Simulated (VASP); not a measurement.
# ZnSe (F-43m) in VASP: further runs, part 2 of 2

VASP 6.6.1. The steps go on from the part before.

**3. Single point, r2SCAN**

This run uses another cell than the first one, of 20.81 Å³/atom, 1.030 times its volume.

POSCAR

```
ZnSe
1.0
    2.7504234151      2.7504234151      0.0000000000
   -2.7504234151      2.7504234151      0.0000000000
    0.0000000000      2.7504234151      2.7504234151
Zn Se
1 1
Direct
    0.0000000000      0.0000000000      0.0000000000
    0.7500000000      0.2500000000      0.5000000000
```

INCAR.step1

```
PREC     = Accurate       # precision mode
ENCUT    = 520            # plane-wave cutoff, eV
ISMEAR   = 0              # smearing method
SIGMA    = 0.01           # smearing width, eV
LREAL    = F              # projectors in reciprocal space
LASPH    = T              # aspherical terms in the spheres
NELM     = 100            # most SCF steps
NBANDS   = 16             # bands
GGA      = PE             # functional
ALGO     = Normal         # electronic algorithm
EDIFF    = 1E-4           # SCF threshold, eV
LWAVE    = T              # write WAVECAR
LCHARG   = F              # write CHGCAR
```

INCAR.step2

```
PREC     = Accurate       # precision mode
ENCUT    = 520            # plane-wave cutoff, eV
EDIFF    = 1E-7           # SCF threshold, eV
ISMEAR   = 0              # smearing method
SIGMA    = 0.01           # smearing width, eV
LREAL    = F              # projectors in reciprocal space
LASPH    = T              # aspherical terms in the spheres
NELM     = 100            # most SCF steps
ALGO     = Normal         # electronic algorithm
ISIF     = 2              # what is computed and relaxed
LWAVE    = F              # write WAVECAR
LCHARG   = F              # write CHGCAR
METAGGA  = R2SCAN         # meta-GGA
LMIXTAU  = T            
NBANDS   = 16             # bands
ISTART   = 1
```

KPOINTS

```
Automatic mesh
0
Gamma
  8 8 8
```

Potentials or basis: VASP PAW PBE potentials, release 64 (Zn, Se).

The run is started by

```sh
$ cat potpaw_PBE.64/Zn/POTCAR potpaw_PBE.64/Se/POTCAR > POTCAR
$ cp INCAR.step1 INCAR
$ mpirun -np 1 vasp_std > vasp.out
$ cp INCAR.step2 INCAR
$ mpirun -np 1 vasp_std > vasp.out
```

OUTCAR:

```text
PREC = Accurate
   ENCUT = 520
   EDIFF = 1E-7
   ISMEAR = 0
   LREAL = F
   LASPH = T
   NELM = 100
   ISIF = 2
   METAGGA = R2SCAN
   ISTART = 1

 ion  position               nearest neighbor table
   1  0.000  0.000  0.000-   2 2.38   2 2.38   2 2.38   2 2.38
   2  0.750  0.250  0.500-   1 2.38   1 2.38   1 2.38   1 2.38

  LATTYP: Found a face centered cubic cell.
 ALAT       =     5.5008468302

  Lattice vectors:

[... 192 lines left out ...]
      5      -4.4445      2.00000
      6      -4.4445      2.00000
[... 433 lines left out ...]
      3      -4.7642      2.00000
      4      -4.4987      2.00000
      5      -4.4389      2.00000
      6      -4.1944      2.00000
[... 8 lines left out ...]
     15      15.8848      0.00000
     16      16.9082      0.00000

 [... further k-points ...]
[... 5 lines left out ...]
  --------------------------------------------------------------------------------------
  -------------------------------------------------------------------------------------
  Total        1.8693998      1.8693998      1.8693998      0.0000000      0.0000000     -0.0000000
  in kB       71.9754019     71.9754019     71.9754019      0.0000000      0.0000000     -0.0000000
  external PRESSURE =      71.9754019 kB  Pullay stress =       0.0000000 kB

 VOLUME and BASIS-vectors are now :
 -----------------------------------------------------------------------------
  energy-cutoff  :      520.00
  volume of cell :       41.61
      direct lattice vectors                 reciprocal lattice vectors
     2.750423415  2.750423415  0.000000000     0.181790192  0.181790192 -0.181790192
    -2.750423415  2.750423415  0.000000000    -0.181790192  0.181790192 -0.181790192
     0.000000000  2.750423415  2.750423415     0.000000000  0.000000000  0.363580383

 POSITION                                       TOTAL-FORCE (eV/Angst)
 -----------------------------------------------------------------------------------
      0.00000      0.00000      0.00000        -0.000000      0.000000      0.000000
      1.37521      4.12564      1.37521         0.000000     -0.000000     -0.000000
 -----------------------------------------------------------------------------------
    total drift:                               -0.000041      0.000000     -0.000000

  FREE ENERGIE OF THE ION-ELECTRON SYSTEM (eV)
  ---------------------------------------------------
  free  energy   TOTEN  =       -24.8295709769 eV

  energy  without entropy=      -24.8295709769  energy(sigma->0) =      -24.82957098
```

Wall time 1.7 min (1 thread of Intel Xeon Platinum 8259CL at 2.50GHz (Skylake/Cascade Lake), shared host); peak memory 0.17 GiB.

Results:

```
Free energy            : -24.8296 eV
Pressure               : 7.2 GPa
Band gap on the k mesh : 2.27 eV, direct
```

Caveat: the PAW data sets were made with another functional, which shifts forces and pressure a little. r2SCAN opens gaps a little over a GGA but as a rule still falls short of measured ones.

**4. Single point, r2SCAN**

This run uses another cell than the first one, of 20.81 Å³/atom, 1.030 times its volume.

POSCAR is that of step 3.

INCAR.step1

```
SYSTEM = ZnSe
ALGO = Normal
EDIFF = 1E-4
ENCUT = 520
GGA = PE
ISMEAR = 0
LASPH = .TRUE.
LCHARG = .FALSE.
LREAL = .FALSE.
LWAVE = .TRUE.
NBANDS = 16
NELM = 80
PREC = Accurate
SIGMA = 0.01
```

INCAR.step2

```
SYSTEM = ZnSe
ALGO = Normal
EDIFF = 1E-6
ENCUT = 520
ISIF = 2
ISMEAR = 0
ISTART = 1
LASPH = .TRUE.
LCHARG = .FALSE.
LMIXTAU = .TRUE.
LREAL = .FALSE.
LWAVE = .FALSE.
METAGGA = R2SCAN
NBANDS = 16
NELM = 80
PREC = Accurate
SIGMA = 0.01
```

KPOINTS

```
k-points
0
G
  8 8 8
  0 0 0
```

Potentials or basis: VASP PAW PBE potentials, release 64 (Zn, Se).

The run is started by

```sh
$ cat potpaw_PBE.64/Zn/POTCAR potpaw_PBE.64/Se/POTCAR > POTCAR
$ cp INCAR.step1 INCAR
$ mpirun -np 1 vasp_std > vasp.out
$ cp INCAR.step2 INCAR
$ mpirun -np 1 vasp_std > vasp.out
```

OUTCAR:

```text
SYSTEM = ZnSe
   EDIFF = 1E-6
   ENCUT = 520
   ISIF = 2
   ISMEAR = 0
   ISTART = 1
   LASPH = .TRUE.
   LREAL = .FALSE.
   METAGGA = R2SCAN
   NELM = 80
   PREC = Accurate

 ion  position               nearest neighbor table
   1  0.000  0.000  0.000-   2 2.38   2 2.38   2 2.38   2 2.38
   2  0.750  0.250  0.500-   1 2.38   1 2.38   1 2.38   1 2.38

  LATTYP: Found a face centered cubic cell.
 ALAT       =     5.5008468302

  Lattice vectors:

 A1 = (   0.0000000000,   2.7504234151,   2.7504234151)
 A2 = (   2.7504234151,   0.0000000000,   2.7504234151)
 A3 = (   2.7504234151,   2.7504234151,   0.0000000000)
[... 626 lines left out ...]
      5      -4.4389      2.00000
      6      -4.1944      2.00000
[... 8 lines left out ...]
     15      15.8848      0.00000
     16      16.9081      0.00000

 [... further k-points ...]
[... 5 lines left out ...]
  --------------------------------------------------------------------------------------
  -------------------------------------------------------------------------------------
  Total        1.8667541      1.8667541      1.8667541      0.0000000     -0.0000000      0.0000000
  in kB       71.8735383     71.8735383     71.8735383      0.0000000     -0.0000000      0.0000000
  external PRESSURE =      71.8735383 kB  Pullay stress =       0.0000000 kB

 VOLUME and BASIS-vectors are now :
 -----------------------------------------------------------------------------
  energy-cutoff  :      520.00
  volume of cell :       41.61
      direct lattice vectors                 reciprocal lattice vectors
     2.750423415  2.750423415  0.000000000     0.181790192  0.181790192 -0.181790192
    -2.750423415  2.750423415  0.000000000    -0.181790192  0.181790192 -0.181790192
     0.000000000  2.750423415  2.750423415     0.000000000  0.000000000  0.363580383

 POSITION                                       TOTAL-FORCE (eV/Angst)
 -----------------------------------------------------------------------------------
      0.00000      0.00000      0.00000         0.000000     -0.000000      0.000000
      1.37521      4.12564      1.37521        -0.000000      0.000000      0.000000
 -----------------------------------------------------------------------------------
    total drift:                               -0.000041      0.000000     -0.000000

  FREE ENERGIE OF THE ION-ELECTRON SYSTEM (eV)
  ---------------------------------------------------
  free  energy   TOTEN  =       -24.8295711888 eV

  energy  without entropy=      -24.8295711888  energy(sigma->0) =      -24.82957119
```

OUTCAR.step1:

```text
SYSTEM = ZnSe
   EDIFF = 1E-4
   ENCUT = 520
   GGA = PE
   ISMEAR = 0
   LASPH = .TRUE.
   LREAL = .FALSE.
[... 677 lines left out ...]
      0.00000      0.00000      0.00000        -0.000000      0.000000      0.000000
      1.37521      4.12564      1.37521         0.000000     -0.000000      0.000000
 -----------------------------------------------------------------------------------
    total drift:                               -0.000002     -0.000000     -0.000000

  FREE ENERGIE OF THE ION-ELECTRON SYSTEM (eV)
  ---------------------------------------------------
  free  energy   TOTEN  =        -5.8810368937 eV

  energy  without entropy=       -5.8810368937  energy(sigma->0) =       -5.88103689
```

OSZICAR.step1:

```text
N       E                     dE             d eps       ncg     rms          rms(c)
DAV:   1     0.895470572567E+02    0.89547E+02   -0.88164E+03   936   0.130E+03
DAV:   2    -0.825451829892E+00   -0.90373E+02   -0.85796E+02  1032   0.259E+02
DAV:   3    -0.613190021402E+01   -0.53064E+01   -0.52879E+01  1160   0.613E+01
DAV:   4    -0.617261510704E+01   -0.40715E-01   -0.40711E-01  1104   0.568E+00
DAV:   5    -0.617279854525E+01   -0.18344E-03   -0.18344E-03  1208   0.352E-01    0.564E+00
DAV:   6    -0.590282446986E+01    0.26997E+00   -0.53853E-01  1328   0.254E+01    0.422E+00
DAV:   7    -0.588122371021E+01    0.21601E-01   -0.17271E-01  1056   0.383E+00    0.177E+00
DAV:   8    -0.588081149627E+01    0.41221E-03   -0.49123E-03  1280   0.864E-01    0.486E-01
DAV:   9    -0.588094456602E+01   -0.13307E-03   -0.12206E-03  1080   0.273E-01    0.630E-02
DAV:  10    -0.588105746736E+01   -0.11290E-03   -0.27985E-04  1152   0.147E-01    0.288E-02
DAV:  11    -0.588103689374E+01    0.20574E-04   -0.46985E-05   600   0.803E-02
   1 F= -.58810369E+01 E0= -.58810369E+01  d E =-.188026E-18
```

Run time: 83 s. Hardware: 1 thread of Intel Xeon Platinum 8259CL at 2.50GHz (Skylake/Cascade Lake), shared host; peak memory 0.17 GiB.

What came out:

- Free energy: -24.8296 eV
- Pressure: 7.2 GPa
- Band gap on the k mesh: 2.27 eV, direct

Caveat: the PAW data sets were made with another functional, which shifts forces and pressure a little.
